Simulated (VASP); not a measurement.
The system is Re.

```
Re
1.0
     2.76080    0.00000    0.00000
    -1.38040    2.39092    0.00000
     0.00000    0.00000    4.45820
Re
2
Direct
  0.33333 0.66667 0.25000
  0.66667 0.33333 0.75000
```

```yaml
Program: VASP 6.6.1
Task: relaxation of cell and atoms
Functional: PBE
Potentials_or_basis: VASP PAW PBE potentials, release 64 (Re)
Cutoff: 600 eV
k_mesh: 18 × 18 × 10
Occupations: gaussian, width 0.1 eV
Spin: no spin polarisation
```

At the start: pressure 5.7 GPa; volume 14.71 Å³/atom.

Task: Where does the relaxation end?

Result: Over 9 steps the energy falls by 3.8 meV/atom and the volume is 14.93 Å³/atom (+1.5 %); space group P6_3/mmc (No. 194, to 0.1 Å) before and after.

The path:
| step | energy change (eV) | largest force (eV/Å) | pressure (GPa) | volume (Å³) |
| --- | --- | --- | --- | --- |
| 1 | 0.0000 | 0.0000 | 5.72 | 29.43 |
| 2 | 0.1128 | 0.0000 | -19.61 | 31.72 |
| 3 | -0.0077 | 0.0000 | -0.12 | 29.88 |
| 4 | -0.0077 | 0.0000 | -0.01 | 29.87 |
| 5 | -0.0077 | 0.0000 | 0.10 | 29.86 |
| 6 | -0.0077 | 0.0000 | 0.09 | 29.86 |
| 7 | -0.0077 | 0.0000 | 0.09 | 29.86 |
| 8 | -0.0077 | 0.0000 | 0.02 | 29.87 |
| 9 | -0.0077 | 0.0000 | 0.00 | 29.87 |

Final structure:
```
Re
1.0
     2.77410    0.00000    0.00000
    -1.38705    2.40244    0.00000
     0.00000    0.00000    4.48138
Re
2
Direct
  0.33333 0.66667 0.25000
  0.66667 0.33333 0.75000
```
